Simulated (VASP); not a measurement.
# Al2Cu (I4/mcm) in VASP: single point with LDA

Aim: the single point of Al2Cu with LDA.

Program: VASP 6.6.1. These are calculated values, not measurements. Logs are shortened: lines on timing, memory, paths and dates and some standing lists are left out, and cuts for length are marked.

### Step 1. The cell of the first run

Symmetry: I4/mcm, No. 140, tetragonal system. Conventional cell: a = 5.939 Å, b = 5.939 Å, c = 4.777 Å, α = 90.00°, β = 90.00°, γ = 90.00°. Al (site symmetry m2m) has 4 Cu at 2.53 Å and 11 Al at 2.68 to 3.16 Å within 3.3 Å. Cu (site symmetry 422) has 2 Cu at 2.39 Å and 8 Al at 2.53 Å within 3.2 Å.

### Step 2. Single point, LDA

Contents of INCAR:

```
SYSTEM = Al2Cu
PREC     = Accurate       ! precision mode
ENCUT    = 520            ! plane-wave cutoff, eV
EDIFF    = 1E-6           ! SCF threshold, eV
ISMEAR   = 0              ! smearing method
SIGMA    = 0.1            ! smearing width, eV
LREAL    = .False.        ! projectors in reciprocal space
LASPH    = .True.         ! aspherical terms in the spheres
NELM     = 100            ! most SCF steps
ALGO     = Fast           ! electronic algorithm
ISIF     = 2              ! what is computed and relaxed
LWAVE    = .False.        ! write WAVECAR
LCHARG   = .False.        ! write CHGCAR
NBANDS   = 26             ! bands
```

Contents of KPOINTS:

```
regular mesh
0
Gamma
  14 14 14
  0 0 0
```

Contents of POSCAR:

```
Al2Cu
1.0
   -2.9692571754      2.9692571754      2.3883498315
    2.9692571754     -2.9692571754      2.3883498315
    2.9692571754      2.9692571754     -2.3883498315
Al Cu
4 2
Direct
    0.6593763687      0.1593763687      0.8187527375
    0.1593763687      0.3406236313      0.5000000000
    0.3406236313      0.8406236313      0.1812472625
    0.8406236313      0.6593763687      0.5000000000
    0.2500000000      0.2500000000      0.0000000000
    0.7500000000      0.7500000000      0.0000000000
```

Potentials or basis: VASP PAW LDA potentials, release 64 (Al, Cu).

Started as:

```sh
> cat potpaw_LDA.64/Al/POTCAR potpaw_LDA.64/Cu/POTCAR > POTCAR
> mpirun -np 1 vasp_std > vasp.out
```

OUTCAR:

```text
SYSTEM = Al2Cu
   PREC = Accurate
   ENCUT = 520
   EDIFF = 1E-6
   ISMEAR = 0
   LREAL = .False.
   LASPH = .True.
   NELM = 100
   ISIF = 2

 ion  position               nearest neighbor table
   1  0.659  0.159  0.819-   5 2.53   6 2.53   5 2.53   6 2.53   3 2.68   3 2.83   3 2.83   2 3.05
                             4 3.05   4 3.05   2 3.05   2 3.16   4 3.16   4 3.16   2 3.16
   2  0.159  0.341  0.500-   6 2.53   5 2.53   5 2.53   6 2.53   4 2.68   4 2.83   4 2.83   1 3.05
                             3 3.05   1 3.05   3 3.05   1 3.16   3 3.16   3 3.16   1 3.16
   3  0.341  0.841  0.181-   5 2.53   6 2.53   5 2.53   6 2.53   1 2.68   1 2.83   1 2.83   4 3.05
                             2 3.05   2 3.05   4 3.05   4 3.16   2 3.16   4 3.16   2 3.16
   4  0.841  0.659  0.500-   5 2.53   6 2.53   6 2.53   5 2.53   2 2.68   2 2.83   2 2.83   1 3.05
                             3 3.05   1 3.05   3 3.05   1 3.16   3 3.16   1 3.16   3 3.16
   5  0.250  0.250  0.000-   6 2.39   6 2.39   1 2.53   3 2.53   1 2.53   3 2.53   2 2.53   4 2.53
                             4 2.53   2 2.53
   6  0.750  0.750  0.000-   5 2.39   5 2.39   1 2.53   3 2.53   1 2.53   3 2.53   4 2.53   4 2.53
                             2 2.53   2 2.53

  LATTYP: Found a body centered tetragonal cell.
 ALAT       =     5.9385143508
 C/A-ratio  =     0.8043593702

  Lattice vectors:

 A1 = (  -2.9692571754,   2.9692571754,   2.3883498315)
 A2 = (   2.9692571754,  -2.9692571754,   2.3883498315)
 A3 = (   2.9692571754,   2.9692571754,  -2.3883498315)

Analysis of symmetry for initial positions (statically):
=====================================================================
 Subroutine PRICEL returns:
 Original cell was already a primitive cell.

 Routine SETGRP: Setting up the symmetry group for a
 body centered tetragonal supercell.

 Subroutine GETGRP returns: Found 16 space group operations
 (whereof  8 operations were pure point group operations)
 out of a pool of 16 trial point group operations.

The static configuration has the point symmetry C_4h.
 The point group associated with its full space group is D_4h.

Analysis of symmetry for dynamics (positions and initial velocities):
=====================================================================
 Subroutine PRICEL returns:
 Original cell was already a primitive cell.

 Routine SETGRP: Setting up the symmetry group for a
 body centered tetragonal supercell.

 Subroutine GETGRP returns: Found 16 space group operations
 (whereof  8 operations were pure point group operations)
 out of a pool of 16 trial point group operations.

The dynamic configuration has the point symmetry C_4h.
 The point group associated with its full space group is D_4h.

 Subroutine INISYM returns: Found 16 space group operations
 (whereof  8 operations are pure point group operations),
 and found     1 'primitive' translations

----------------------------------------------------------------------------------------

                                     Primitive cell

  volume of cell :      84.2274

  direct lattice vectors                    reciprocal lattice vectors
    -2.969257175  2.969257175  2.388349831     0.000000000  0.168392285  0.209349566
     2.969257175 -2.969257175  2.388349831     0.168392285  0.000000000  0.209349566
     2.969257175  2.969257175 -2.388349831     0.168392285  0.168392285  0.000000000

  length of vectors
     4.830858233  4.830858233  4.830858233     0.268669318  0.268669318  0.238142653

  position of ions in fractional coordinates (direct lattice)
     0.659376369  0.159376369  0.818752737
     0.159376369  0.340623631  0.500000000
     0.340623631  0.840623631  0.181247263
     0.840623631  0.659376369  0.500000000
     0.250000000  0.250000000  0.000000000
     0.750000000  0.750000000  0.000000000

  ion indices of the primitive-cell ions
   primitive index   ion index
                 1           1
                 2           2
                 3           3
                 4           4
                 5           5
                 6           6

----------------------------------------------------------------------------------------

 KPOINTS: regular mesh

Automatic generation of k-mesh.
 Grid dimensions read from file:
 generate k-points for:   14   14   14

 Generating k-lattice:

  Cartesian coordinates                     Fractional coordinates (reciprocal lattice)
     0.000000000  0.012028020  0.014953540     0.071428571  0.000000000  0.000000000
     0.012028020  0.000000000  0.014953540     0.000000000  0.071428571  0.000000000
     0.012028020  0.012028020  0.000000000     0.000000000  0.000000000  0.071428571

  Length of vectors
     0.019190666  0.019190666  0.017010189

  Shift w.r.t. Gamma in fractional coordinates (k-lattice)
     0.000000000  0.000000000  0.000000000

 Subroutine IBZKPT returns following result:
 ===========================================

 Found    244 irreducible k-points:

 Following reciprocal coordinates:
            Coordinates               Weight
  0.000000  0.000000  0.000000      1.000000
  0.071429  0.000000 -0.000000      8.000000
  0.142857 -0.000000  0.000000      8.000000
  0.214286  0.000000 -0.000000      8.000000
  0.285714  0.000000  0.000000      8.000000
  0.357143  0.000000  0.000000      8.000000
[... 16 lines left out ...]
  0.214286  0.142857 -0.000000     16.000000
  0.285714  0.142857  0.000000     16.000000
 [... further k-points ...]
   k-points           NKPTS =    244   k-points in BZ     NKDIM =    244   number of bands    NBANDS=     26
   number of dos      NEDOS =    301   number of ions     NIONS =      6
   total plane-waves  NPLWV =  46656
   dimension x,y,z NGX =    36 NGY =   36 NGZ =   36
   dimension x,y,z NGXF=    72 NGYF=   72 NGZF=   72
   ions per type =               4   2
   NGX,Y,Z   is equivalent  to a cutoff of  12.39, 12.39, 12.39 a.u.
   NGXF,Y,Z  is equivalent  to a cutoff of  24.78, 24.78, 24.78 a.u.
 SYSTEM =  Al2Cu
   PREC   = accura    normal or accurate (medium, high low for compatibility)
   ISTART =      0    job   : 0-new  1-cont  2-samecut
   ICHARG =      2    charge: 1-file 2-atom 10-const
   ISPIN  =      1    spin polarized calculation?
   LNONCOLLINEAR =      F non collinear calculations
   LSORBIT =      F    spin-orbit coupling
   LASPH  =      T    aspherical Exc in radial PAW
   ENCUT  =  520.0 eV  38.22 Ry    6.18 a.u.   8.98  8.98  8.98*2*pi/ulx,y,z
   NELM   =    100;   NELMIN=  2; NELMDL= -5     # of ELM steps
   EDIFF  = 0.1E-05   stopping-criterion for ELM
   LREAL  =      F    real-space projection
   EDIFFG = 0.1E-04   stopping-criterion for IOM
   NSW    =      0    number of steps for IOM
   IBRION =     -1    ionic relax: 0-MD 1-quasi-New 2-CG
   NFREE  =      0    steps in history (QN), initial steepest desc. (CG)
   ISIF   =      2    stress and relaxation
   ISYM   =      2    0-nonsym 1-usesym 2-fastsym
   POTIM  = 0.5000    time-step for ionic-motion
   TEBEG  =    0.0;   TEEND  =   0.0 temperature during run
   PSTRESS=    0.0 pullay stress
   NELECT =      34.0000    total number of electrons
   NUPDOWN=      -1.0000    fix difference up-down
   EMIN   =  10.00;   EMAX   =-10.00  energy-range for DOS
   EFERMI =   0.00;   METHOD = LEGACY
   ISMEAR =     0;   SIGMA  =   0.10  broadening in eV -4-tet -1-fermi 0-gaus
   EFERMI_NEDOS =   21; number of points for ismear=-14 and -15
   IALGO  =     68    algorithm
   IMIX   =      4    mixing-type and parameters
     AMIX     =   0.40;   BMIX     =  1.00
     AMIX_MAG =   1.60;   BMIX_MAG =  1.00
  volume/ion in A,a.u.               =      14.04        94.73
  Fermi-wavevector in a.u.,A,eV,Ry     =   1.209901  2.286382 19.917041  1.463861
  Thomas-Fermi vector in A             =   2.345465
   LORBIT       =      0    0 simple, 1 ext, 2 COOP (PROOUT), +10 PAW based schemes
   GGA     = CA    functional components
   LHFCALC =     F    Hartree Fock is set to
   AEXX    =    0.0000 exact exchange contribution
   IVDW    =     0    specifies the selected vdW correction
   LEPSILON=     F    determine dielectric tensor
   LRPA    =     F    only Hartree local field effects (RPA)
 non-spin polarized calculation
 RMM-DIIS sequential band-by-band and
 Gauss-broadening in eV      SIGMA  =   0.10
  energy-cutoff  :      520.00
  volume of cell :       84.23
 maximum number of plane-waves:      2291
   NGX = 17   NGY = 17   NGZ = 17

 number of electron      34.0000042 magnetization

 Free energy of the ion-electron system (eV)
  ---------------------------------------------------
  ext. energy  EPLUGINS =         0.00000000
  ---------------------------------------------------
  free energy    TOTEN  =       -27.28571043 eV

  energy without entropy =      -27.27531494  energy(sigma->0) =      -27.28051269

 E-fermi :   8.4406     XC(G=0): -11.3147

 val. band max:        8.4349632392   @ k =  -0.0714   0.0714   0.0714
 cond. band min:       8.4448885309   @ k =  -0.3571   0.0714   0.0000
 fundamental gap:      0.0099252917
 Fermi energy:         8.4406184405

 k-point     1 :       0.0000    0.0000    0.0000
  band No.  band energies     occupation
      1      -2.7138      2.00000
      2       2.7880      2.00000
      3       2.9644      2.00000
      4       2.9644      2.00000
      5       2.9669      2.00000
      6       3.9302      2.00000
[... 18 lines left out ...]
     25      13.8629      0.00000
     26      14.5116      0.00000

 k-point     2 :       0.0714    0.0000   -0.0000
  band No.  band energies     occupation
      1      -2.6583      2.00000
      2       2.7852      2.00000
      3       2.9562      2.00000
      4       2.9636      2.00000
      5       2.9817      2.00000
      6       3.9224      2.00000
[... 18 lines left out ...]
     25      13.9248      0.00000
[... 608 lines left out ...]
     25      15.0327      0.00000
     26      15.7986      0.00000

 k-point    24 :       0.2857    0.1429    0.0000
  band No.  band energies     occupation
      1      -1.0897      2.00000
      2       1.4214      2.00000
      3       2.3118      2.00000
      4       2.7885      2.00000
      5       3.5339      2.00000
      6       3.6626      2.00000
[... 18 lines left out ...]
     25      14.8975      0.00000
     26      15.8393      0.00000

 [... further k-points ...]

------------------------ aborting loop because EDIFF is reached ----------------------------------------

  FORCE on cell =-STRESS in cart. coord.  units (eV):
  Direction    XX          YY          ZZ          XY          YZ          ZX
  --------------------------------------------------------------------------------------
  -------------------------------------------------------------------------------------
  Total        0.1484063      0.1484063      0.1446261      0.0000000     -0.0000000      0.0000000
  in kB        2.8229909      2.8229909      2.7510825      0.0000000     -0.0000000      0.0000000
  external PRESSURE =       2.7990215 kB  Pullay stress =       0.0000000 kB

 VOLUME and BASIS-vectors are now :
 -----------------------------------------------------------------------------
  energy-cutoff  :      520.00
  volume of cell :       84.23
      direct lattice vectors                 reciprocal lattice vectors
    -2.969257175  2.969257175  2.388349831     0.000000000  0.168392285  0.209349566
     2.969257175 -2.969257175  2.388349831     0.168392285  0.000000000  0.209349566
     2.969257175  2.969257175 -2.388349831     0.168392285  0.168392285  0.000000000

 POSITION                                       TOTAL-FORCE (eV/Angst)
 -----------------------------------------------------------------------------------
      0.94646      3.91572     -0.00000        -0.002475     -0.002475     -0.000000
      2.02280      0.94646      0.00000         0.002475     -0.002475     -0.000000
      2.02280     -0.94646      2.38835         0.002475      0.002475      0.000000
      0.94646      2.02280      2.38835        -0.002475      0.002475      0.000000
      0.00000      0.00000      1.19417         0.000000     -0.000000      0.000000
      0.00000      0.00000      3.58252         0.000000     -0.000000      0.000000
 -----------------------------------------------------------------------------------
    total drift:                                0.000000     -0.000000      0.000000

  FREE ENERGIE OF THE ION-ELECTRON SYSTEM (eV)
  ---------------------------------------------------
  free  energy   TOTEN  =       -27.2857104294 eV

  energy  without entropy=      -27.2753149425  energy(sigma->0) =      -27.28051269
```

Run time: 19 min. Hardware: 1 thread of Intel Xeon Platinum 8375C at 2.90GHz (Ice Lake), shared host; peak memory 0.51 GiB.

Results:

- Free energy: -27.2857 eV
- Pressure: 0.3 GPa
- Largest force: 0.004 eV/Å
- Band gap on the k mesh: zero (bands 17 and 18 overlap by 4.30 eV)

Forces on the atoms (eV/Å):
```
Al  -0.002 -0.002  0.000
Al   0.002 -0.002  0.000
Al   0.002  0.002  0.000
Al  -0.002  0.002  0.000
Cu   0.000  0.000  0.000
Cu   0.000  0.000  0.000
```
